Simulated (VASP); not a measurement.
# Sb (R-3m) in VASP: further runs

Sb is run at these levels: LDA; tasks: single point.

Everything below comes from runs of VASP 6.6.1. Logs are shortened: lines on timing, memory, paths and dates and some standing lists are left out, and cuts for length are marked.

## 1. The cell of the first run

The structure is trigonal, space group R-3m (No. 166). The conventional cell has a = 4.541 Å, b = 4.541 Å, c = 10.079 Å, α = 90.00°, β = 90.00°, γ = 120.00°. Sb (site symmetry 3m) has 6 Sb at 2.95 to 3.30 Å within 3.9 Å.

## 2. Single point, LDA

File INCAR:

```
SYSTEM = Sb
PREC     = Accurate       ! precision mode
ENCUT    = 520            ! plane-wave cutoff, eV
EDIFF    = 1E-6           ! SCF threshold, eV
ISMEAR   = 0              ! smearing method
SIGMA    = 0.15           ! smearing width, eV
LREAL    = .False.        ! projectors in reciprocal space
LASPH    = .True.         ! aspherical terms in the spheres
NELM     = 80             ! most SCF steps
ALGO     = Normal         ! electronic algorithm
ISIF     = 2              ! what is computed and relaxed
LWAVE    = .False.        ! write WAVECAR
LCHARG   = .False.        ! write CHGCAR
NBANDS   = 12             ! bands
```

File KPOINTS:

```
Automatic mesh
0
Gamma
  15 15 15
  0 0 0
```

File POSCAR:

```
Sb
1.0
    2.2703182135      1.3107688317      3.3595552717
   -2.2703182135      1.3107688317      3.3595552717
    0.0000000000     -2.6215376634      3.3595552718
Sb
2
Direct
    0.2336400000      0.2336400000      0.2336400000
    0.7663600000      0.7663600000      0.7663600000
```

Potentials or basis: VASP PAW LDA potentials, release 64 (Sb).

On the command line:

```console
cat potpaw_LDA.64/Sb/POTCAR > POTCAR
mpirun -np 1 vasp_std > vasp.out
```

OUTCAR:

```text
SYSTEM = Sb
   PREC = Accurate
   ENCUT = 520
   EDIFF = 1E-6
   ISMEAR = 0
   LREAL = .False.
   LASPH = .True.
   NELM = 80
   ISIF = 2

 ion  position               nearest neighbor table
   1  0.234  0.234  0.234-   2 2.95   2 2.95   2 2.95   2 3.30   2 3.30   2 3.30
   2  0.766  0.766  0.766-   1 2.95   1 2.95   1 2.95   1 3.30   1 3.30   1 3.30

  LATTYP: Found a trigonal (rhomboedric) cell.
 ALAT       =     4.2613461892
 COS(alpha) =     0.4323118520

  Lattice vectors:

 A1 = (   2.2703182135,   1.3107688317,   3.3595552717)
 A2 = (  -2.2703182135,   1.3107688317,   3.3595552717)
 A3 = (   0.0000000000,  -2.6215376634,   3.3595552718)

Analysis of symmetry for initial positions (statically):
=====================================================================
 Subroutine PRICEL returns:
 Original cell was already a primitive cell.

 Routine SETGRP: Setting up the symmetry group for a
 trigonal (rhombohedral) supercell.

 Subroutine GETGRP returns: Found 12 space group operations
 (whereof 12 operations were pure point group operations)
 out of a pool of 12 trial point group operations.

The static configuration has the point symmetry D_3d.

Analysis of symmetry for dynamics (positions and initial velocities):
=====================================================================
 Subroutine PRICEL returns:
 Original cell was already a primitive cell.

 Routine SETGRP: Setting up the symmetry group for a
 trigonal (rhombohedral) supercell.

 Subroutine GETGRP returns: Found 12 space group operations
 (whereof 12 operations were pure point group operations)
 out of a pool of 12 trial point group operations.

The dynamic configuration has the point symmetry D_3d.

 Subroutine INISYM returns: Found 12 space group operations
 (whereof 12 operations are pure point group operations),
 and found     1 'primitive' translations

----------------------------------------------------------------------------------------

                                     Primitive cell

  volume of cell :      59.9854

  direct lattice vectors                    reciprocal lattice vectors
     2.270318213  1.310768832  3.359555272     0.220233444  0.127151838  0.099219482
    -2.270318213  1.310768832  3.359555272    -0.220233444  0.127151838  0.099219482
     0.000000000 -2.621537663  3.359555272     0.000000000 -0.254303677  0.099219482

  length of vectors
     4.261346189  4.261346189  4.261346189     0.272974112  0.272974112  0.272974112

  position of ions in fractional coordinates (direct lattice)
     0.233640000  0.233640000  0.233640000
     0.766360000  0.766360000  0.766360000

  ion indices of the primitive-cell ions
   primitive index   ion index
                 1           1
                 2           2

----------------------------------------------------------------------------------------

 KPOINTS: Automatic mesh

Automatic generation of k-mesh.
 Grid dimensions read from file:
 generate k-points for:   15   15   15

 Generating k-lattice:

  Cartesian coordinates                     Fractional coordinates (reciprocal lattice)
     0.014682230  0.008476789  0.006614632     0.066666667 -0.000000000  0.000000000
    -0.014682230  0.008476789  0.006614632    -0.000000000  0.066666667  0.000000000
     0.000000000 -0.016953578  0.006614632    -0.000000000 -0.000000000  0.066666667

  Length of vectors
     0.018198274  0.018198274  0.018198274

  Shift w.r.t. Gamma in fractional coordinates (k-lattice)
     0.000000000  0.000000000  0.000000000

 Subroutine IBZKPT returns following result:
 ===========================================

 Found    344 irreducible k-points:

 Following reciprocal coordinates:
            Coordinates               Weight
  0.000000  0.000000  0.000000      1.000000
  0.066667 -0.000000  0.000000      6.000000
  0.133333  0.000000  0.000000      6.000000
  0.200000 -0.000000  0.000000      6.000000
  0.266667  0.000000  0.000000      6.000000
  0.333333 -0.000000  0.000000      6.000000
[... 16 lines left out ...]
  0.133333  0.133333  0.000000      6.000000
  0.200000  0.133333  0.000000     12.000000
 [... further k-points ...]
   k-points           NKPTS =    344   k-points in BZ     NKDIM =    344   number of bands    NBANDS=     12
   number of dos      NEDOS =    301   number of ions     NIONS =      2
   total plane-waves  NPLWV =  32768
   dimension x,y,z NGX =    32 NGY =   32 NGZ =   32
   dimension x,y,z NGXF=    64 NGYF=   64 NGZF=   64
   ions per type =               2
   NGX,Y,Z   is equivalent  to a cutoff of  12.48, 12.48, 12.48 a.u.
   NGXF,Y,Z  is equivalent  to a cutoff of  24.97, 24.97, 24.97 a.u.
 SYSTEM =  Sb
   PREC   = accura    normal or accurate (medium, high low for compatibility)
   ISTART =      0    job   : 0-new  1-cont  2-samecut
   ICHARG =      2    charge: 1-file 2-atom 10-const
   ISPIN  =      1    spin polarized calculation?
   LNONCOLLINEAR =      F non collinear calculations
   LSORBIT =      F    spin-orbit coupling
   LASPH  =      T    aspherical Exc in radial PAW
   ENCUT  =  520.0 eV  38.22 Ry    6.18 a.u.   7.92  7.92  7.92*2*pi/ulx,y,z
   NELM   =     80;   NELMIN=  2; NELMDL= -5     # of ELM steps
   EDIFF  = 0.1E-05   stopping-criterion for ELM
   LREAL  =      F    real-space projection
   EDIFFG = 0.1E-04   stopping-criterion for IOM
   NSW    =      0    number of steps for IOM
   IBRION =     -1    ionic relax: 0-MD 1-quasi-New 2-CG
   NFREE  =      0    steps in history (QN), initial steepest desc. (CG)
   ISIF   =      2    stress and relaxation
   ISYM   =      2    0-nonsym 1-usesym 2-fastsym
   POTIM  = 0.5000    time-step for ionic-motion
   TEBEG  =    0.0;   TEEND  =   0.0 temperature during run
   PSTRESS=    0.0 pullay stress
   NELECT =      10.0000    total number of electrons
   NUPDOWN=      -1.0000    fix difference up-down
   EMIN   =  10.00;   EMAX   =-10.00  energy-range for DOS
   EFERMI =   0.00;   METHOD = LEGACY
   ISMEAR =     0;   SIGMA  =   0.15  broadening in eV -4-tet -1-fermi 0-gaus
   EFERMI_NEDOS =   21; number of points for ismear=-14 and -15
   IALGO  =     38    algorithm
   IMIX   =      4    mixing-type and parameters
     AMIX     =   0.40;   BMIX     =  1.00
     AMIX_MAG =   1.60;   BMIX_MAG =  1.00
  volume/ion in A,a.u.               =      29.99       202.40
  Fermi-wavevector in a.u.,A,eV,Ry     =   0.901003  1.702649 11.045295  0.811806
  Thomas-Fermi vector in A             =   2.024030
   LORBIT       =      0    0 simple, 1 ext, 2 COOP (PROOUT), +10 PAW based schemes
   GGA     = CA    functional components
   LHFCALC =     F    Hartree Fock is set to
   AEXX    =    0.0000 exact exchange contribution
   IVDW    =     0    specifies the selected vdW correction
   LEPSILON=     F    determine dielectric tensor
   LRPA    =     F    only Hartree local field effects (RPA)
 non-spin polarized calculation
 Gauss-broadening in eV      SIGMA  =   0.15
  energy-cutoff  :      520.00
  volume of cell :       59.99
 maximum number of plane-waves:      1644
   NGX = 15   NGY = 15   NGZ = 15

 number of electron      10.0000000 magnetization

 number of electron       9.9999999 magnetization

 Free energy of the ion-electron system (eV)
  ---------------------------------------------------
  ext. energy  EPLUGINS =         0.00000000
  ---------------------------------------------------
  free energy    TOTEN  =        -9.51039156 eV

  energy without entropy =       -9.50299379  energy(sigma->0) =       -9.50669268

 E-fermi :   6.8000     XC(G=0):  -9.7695

 val. band max:        6.7995956760   @ k =  -0.2000   0.0667   0.0667
 cond. band min:       6.8037328983   @ k =   0.4667   0.4000   0.4000
 fundamental gap:      0.0041372223
 Fermi energy:         6.7999935545

 k-point     1 :       0.0000    0.0000    0.0000
  band No.  band energies     occupation
      1      -5.4957      2.00000
      2       2.2482      2.00000
      3       4.9087      2.00000
      4       4.9087      2.00000
      5       6.2453      2.00000
      6       9.4402      0.00000
      7      10.0856      0.00000
      8      10.0856      0.00000
      9      11.7085      0.00000
     10      11.7085      0.00000
     11      13.3009      0.00000
     12      13.9095      0.00000

 k-point     2 :       0.0667   -0.0000    0.0000
  band No.  band energies     occupation
      1      -5.4494      2.00000
      2       1.9834      2.00000
      3       4.9189      2.00000
      4       5.0956      2.00000
      5       6.2222      2.00000
      6       9.3243      0.00000
      7       9.9637      0.00000
      8      10.0073      0.00000
      9      11.6690      0.00000
     10      11.6918      0.00000
     11      13.1332      0.00000
     12      14.1523      0.00000

 k-point     3 :       0.1333    0.0000    0.0000
  band No.  band energies     occupation
      1      -5.3108      2.00000
      2       1.3556      2.00000
      3       4.9506      2.00000
      4       5.4946      2.00000
      5       6.1676      2.00000
      6       9.0132      0.00000
      7       9.6012      0.00000
      8       9.7706      0.00000
      9      11.7074      0.00000
     10      11.7308      0.00000
     11      13.1385      0.00000
     12      14.7286      0.00000
[... 286 lines left out ...]
 k-point    23 :       0.1333    0.1333    0.0000
  band No.  band energies     occupation
      1      -5.2440      2.00000
      2       1.3702      2.00000
      3       4.4732      2.00000
      4       5.2316      2.00000
      5       6.8056      0.95769
      6       7.9203      0.00000
      7       9.6934      0.00000
      8      10.4497      0.00000
      9      11.4403      0.00000
     10      12.4591      0.00000
     11      13.1697      0.00000
     12      14.2428      0.00000

 k-point    24 :       0.2000    0.1333    0.0000
  band No.  band energies     occupation
      1      -5.0740      2.00000
      2       0.9142      2.00000
      3       4.3855      2.00000
      4       5.1373      2.00000
      5       6.9101      0.29923
      6       7.5726      0.00000
      7       9.6095      0.00000
      8      10.4749      0.00000
      9      11.3429      0.00000
     10      12.7310      0.00000
     11      13.6674      0.00000
     12      14.5859      0.00000

 [... further k-points ...]

------------------------ aborting loop because EDIFF is reached ----------------------------------------

  FORCE on cell =-STRESS in cart. coord.  units (eV):
  Direction    XX          YY          ZZ          XY          YZ          ZX
  --------------------------------------------------------------------------------------
  -------------------------------------------------------------------------------------
  Total       -1.3751893     -1.3751893      0.4930822      0.0000000      0.0000000      0.0000000
  in kB      -36.7305305    -36.7305305     13.1699470      0.0000000      0.0000000      0.0000000
  external PRESSURE =     -20.0970380 kB  Pullay stress =       0.0000000 kB

 VOLUME and BASIS-vectors are now :
 -----------------------------------------------------------------------------
  energy-cutoff  :      520.00
  volume of cell :       59.99
      direct lattice vectors                 reciprocal lattice vectors
     2.270318213  1.310768832  3.359555272     0.220233444  0.127151838  0.099219482
    -2.270318213  1.310768832  3.359555272    -0.220233444  0.127151838  0.099219482
     0.000000000 -2.621537663  3.359555272     0.000000000 -0.254303677  0.099219482

 POSITION                                       TOTAL-FORCE (eV/Angst)
 -----------------------------------------------------------------------------------
      0.00000      0.00000      2.35478         0.000000      0.000000      0.296307
      0.00000      0.00000      7.72389         0.000000      0.000000     -0.296307
 -----------------------------------------------------------------------------------
    total drift:                                0.000000      0.000000     -0.000000

  FREE ENERGIE OF THE ION-ELECTRON SYSTEM (eV)
  ---------------------------------------------------
  free  energy   TOTEN  =        -9.5103915619 eV

  energy  without entropy=       -9.5029937915  energy(sigma->0) =       -9.50669268
```

Wall time 77 s (1 thread of Intel Xeon Platinum 8375C at 2.90GHz (Ice Lake), shared host); peak memory 0.32 GiB.

Results:

```
Free energy            : -9.5104 eV
Pressure               : -2.0 GPa
Largest force          : 0.296 eV/Å
Band gap on the k mesh : zero (band 5 reaches 6.95 eV, above the bottom of band 6 at 6.42 eV)
```

Forces on the atoms (eV/Å):
```
Sb   0.000  0.000  0.296
Sb   0.000  0.000 -0.296
```

Caveat: spin-orbit coupling is left out, which moves the levels of the heavy elements.

## 3. Single point, LDA

This run uses another cell than the first one, of the same volume but with other edges.

File INCAR:

```
SYSTEM = Sb
  PREC = Accurate
  ENCUT = 520
  EDIFF = 1E-7
  ISMEAR = 0
  SIGMA = 0.15
  LREAL = .False.
  LASPH = .True.
  NELM = 60
  ALGO = Normal
  ISIF = 2
  LWAVE = .False.
  LCHARG = .False.
  GGA = CA
  NBANDS = 12
```

File KPOINTS:

```
regular mesh
0
Gamma
  15 15 15
  0 0 0
```

File POSCAR:

```
Sb
1.0
    2.0237923961      1.1684370847      4.2278866706
   -2.0237923961      1.1684370847      4.2278866706
    0.0000000000     -2.3368741693      4.2278866706
Sb
2
Direct
    0.2336400000      0.2336400000      0.2336400000
    0.7663600000      0.7663600000      0.7663600000
```

Potentials or basis: VASP PAW LDA potentials, release 64 (Sb).

On the command line:

```console
cat potpaw_LDA.64/Sb/POTCAR > POTCAR
mpirun -np 1 vasp_std > vasp.out
```

It took 2.3 min on 1 thread of Intel Xeon Platinum 8375C at 2.90GHz (Ice Lake), shared host; peak memory 0.33 GiB.

It converged, with:

```
Free energy            : -9.4977 eV
Pressure               : -0.1 GPa
Largest force          : 0.142 eV/Å
Band gap on the k mesh : zero (band 5 reaches 8.02 eV, above the bottom of band 6 at 6.55 eV)
```

Forces on the atoms (eV/Å):
```
Sb   0.000  0.000 -0.142
Sb   0.000  0.000  0.142
```

Stress tensor (GPa, compression positive):
```
 1.40  0.00  0.00
 0.00  1.40  0.00
 0.00  0.00 -3.24
```

Levels at points of the mesh, in eV from the Fermi level:
```
           k point  band 3  band 4  band 5  band 6  band 7  band 8
(0.00, 0.00, 0.00)   -3.14   -0.78   -0.78    2.52    2.90    2.90
```

Caveat: spin-orbit coupling is left out, which moves the levels of the heavy elements.

## 4. Single point, LDA

This run uses another cell than the first one, of the same volume but with other edges.

File INCAR:

```
ALGO     = Normal         # electronic algorithm
EDIFF    = 1E-6           # SCF threshold, eV
ENCUT    = 520            # plane-wave cutoff, eV
ISIF     = 2              # what is computed and relaxed
ISMEAR   = 0              # smearing method
LASPH    = True           # aspherical terms in the spheres
LCHARG   = False          # write CHGCAR
LREAL    = False          # projectors in reciprocal space
LWAVE    = False          # write WAVECAR
NBANDS   = 12             # bands
NELM     = 60             # most SCF steps
PREC     = Accurate       # precision mode
SIGMA    = 0.15           # smearing width, eV
```

File KPOINTS:

```
k-points
0
Gamma
  15 15 15
```

File POSCAR:

```
Sb
1.0
    2.2112122554      1.2766439909      3.5415582692
   -2.2112122554      1.2766439909      3.5415582692
    0.0000000000     -2.5532879817      3.5415582692
Sb
2
Direct
    0.2336400000      0.2336400000      0.2336400000
    0.7663600000      0.7663600000      0.7663600000
```

Potentials or basis: VASP PAW LDA potentials, release 64 (Sb).

On the command line:

```console
cat potpaw_LDA.64/Sb/POTCAR > POTCAR
mpirun -np 1 vasp_std > vasp.out
```

OUTCAR:

```text
EDIFF = 1E-6
   ENCUT = 520
   ISIF = 2
   ISMEAR = 0
   LASPH = True
   LREAL = False
   NELM = 60
   PREC = Accurate

 ion  position               nearest neighbor table
   1  0.234  0.234  0.234-   2 2.92   2 2.92   2 2.92   2 3.32   2 3.32   2 3.32
   2  0.766  0.766  0.766-   1 2.92   1 2.92   1 2.92   1 3.32   1 3.32   1 3.32

  LATTYP: Found a trigonal (rhomboedric) cell.
 ALAT       =     4.3659952465
 COS(alpha) =     0.4869917562

  Lattice vectors:

[... 544 lines left out ...]

 [... further k-points ...]

------------------------ aborting loop because EDIFF is reached ----------------------------------------

  FORCE on cell =-STRESS in cart. coord.  units (eV):
  Direction    XX          YY          ZZ          XY          YZ          ZX
  --------------------------------------------------------------------------------------
  -------------------------------------------------------------------------------------
  Total       -0.8354172     -0.8354172      0.2628949      0.0000000      0.0000000      0.0000000
  in kB      -22.3135222    -22.3135222      7.0217737      0.0000000      0.0000000      0.0000000
  external PRESSURE =     -12.5350902 kB  Pullay stress =       0.0000000 kB

 VOLUME and BASIS-vectors are now :
 -----------------------------------------------------------------------------
  energy-cutoff  :      520.00
  volume of cell :       59.99
      direct lattice vectors                 reciprocal lattice vectors
     2.211212255  1.276643991  3.541558269     0.226120310  0.130550622  0.094120528
    -2.211212255  1.276643991  3.541558269    -0.226120310  0.130550622  0.094120528
     0.000000000 -2.553287982  3.541558269     0.000000000 -0.261101243  0.094120528

 POSITION                                       TOTAL-FORCE (eV/Angst)
 -----------------------------------------------------------------------------------
      0.00000      0.00000      2.48235         0.000000      0.000000      0.243924
      0.00000      0.00000      8.14233         0.000000     -0.000000     -0.243924
 -----------------------------------------------------------------------------------
    total drift:                                0.000000      0.000000     -0.000000

  FREE ENERGIE OF THE ION-ELECTRON SYSTEM (eV)
  ---------------------------------------------------
  free  energy   TOTEN  =        -9.5919538681 eV

  energy  without entropy=       -9.5883880258  energy(sigma->0) =       -9.59017095
```

OSZICAR:

```text
N       E                     dE             d eps       ncg     rms          rms(c)
DAV:   1     0.365695212315E+02    0.36570E+02   -0.35220E+03  8256   0.655E+02
DAV:   2    -0.751695867823E+01   -0.44086E+02   -0.42659E+02 11132   0.110E+02
DAV:   3    -0.959724658359E+01   -0.20803E+01   -0.20591E+01 10008   0.266E+01
DAV:   4    -0.961631962732E+01   -0.19073E-01   -0.19065E-01  9584   0.308E+00
DAV:   5    -0.961656053897E+01   -0.24091E-03   -0.24091E-03 10100   0.378E-01    0.312E+00
DAV:   6    -0.960060964490E+01    0.15951E-01   -0.44779E-03  9696   0.325E-01    0.185E+00
DAV:   7    -0.959196389991E+01    0.86457E-02   -0.91071E-03  9624   0.460E-01    0.608E-02
DAV:   8    -0.959195038309E+01    0.13517E-04   -0.45916E-04  9680   0.129E-01    0.228E-02
DAV:   9    -0.959195406217E+01   -0.36791E-05   -0.22577E-05 10064   0.283E-02    0.110E-02
DAV:  10    -0.959195386806E+01    0.19411E-06   -0.16879E-06  6940   0.702E-03
   1 F= -.95919539E+01 E0= -.95901709E+01  d E =-.356584E-02
```

stdout:

```text
POSCAR found type information on POSCAR Sb
 POSCAR found :  1 types and       2 ions
 scaLAPACK will be used
 LDA part: xc-table for (Slater(with rela. corr.)+CA(PZ))
 , standard interpolation
 POSCAR, INCAR and KPOINTS ok, starting setup
 FFT: planning ... GRIDC
 FFT: planning ... GRID_SOFT
 FFT: planning ... GRID
 WAVECAR not read
 entering main loop
```

It took 72 s on 1 thread of Intel Xeon Platinum 8375C at 2.90GHz (Ice Lake), shared host; peak memory 0.32 GiB.

Results:

* Free energy: -9.5920 eV
* Pressure: -1.3 GPa
* Largest force: 0.244 eV/Å
* Band gap on the k mesh: zero (band 5 reaches 7.03 eV, above the bottom of band 6 at 6.81 eV)

Forces in eV/Å, atoms in the order of the input:
```
Sb   0.000  0.000  0.244
Sb   0.000  0.000 -0.244
```

Caveat: spin-orbit coupling is left out, which moves the levels of the heavy elements.

(Continued in part 2 of 2.)
